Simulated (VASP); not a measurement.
Here is a VASP 6.6.1 calculation.

File POSCAR:

```
MgS
1.0
    4.0685156049      0.0000000000      0.0000000000
   -2.0342578024      3.5234378695      0.0000000000
    0.0000000000      0.0000000000      6.5183018380
Mg S
2 2
Direct
    0.3333333333      0.6666666667     -0.0028727188
    0.6666666667      0.3333333333      0.4971272812
    0.3333333333      0.6666666667      0.3778727188
    0.6666666667      0.3333333333      0.8778727188
```

INCAR.step1

```
ALGO = Normal
EDIFF = 1E-4
ENCUT = 520
GGA = PE
ISMEAR = 0
LASPH = T
LCHARG = F
LREAL = F
LWAVE = T
NBANDS = 16
NELM = 60
PREC = Accurate
SIGMA = 0.01
```

Contents of INCAR.step2:

```
ALGO = Normal
EDIFF = 1E-6
ENCUT = 520
ISIF = 2
ISMEAR = 0
ISTART = 1
LASPH = T
LCHARG = F
LMIXTAU = T
LREAL = F
LWAVE = F
METAGGA = R2SCAN
NBANDS = 16
NELM = 60
PREC = Accurate
SIGMA = 0.01
```

The input KPOINTS:

```
k-points
0
Gamma
  6 6 4
```

Potentials or basis: VASP PAW PBE potentials, release 64 (Mg, S).

The run is started by

```bash
$ cat potpaw_PBE.64/Mg/POTCAR potpaw_PBE.64/S/POTCAR > POTCAR
$ cp INCAR.step1 INCAR
$ mpirun -np 1 vasp_std > vasp.out
$ cp INCAR.step2 INCAR
$ mpirun -np 1 vasp_std > vasp.out
```

Task: Predict the band gap on the k mesh.

Result: 3.98 eV, direct.

Task: Predict the largest force.

Result: 0.007 eV/Å.

Task: Estimate the pressure.

Result: -1.9 GPa.

Stress tensor (GPa, compression positive):
```
-1.97  0.00  0.00
 0.00 -1.97  0.00
 0.00  0.00 -1.89
```

Caveat: the PAW data sets were made with another functional, which shifts forces and pressure a little.
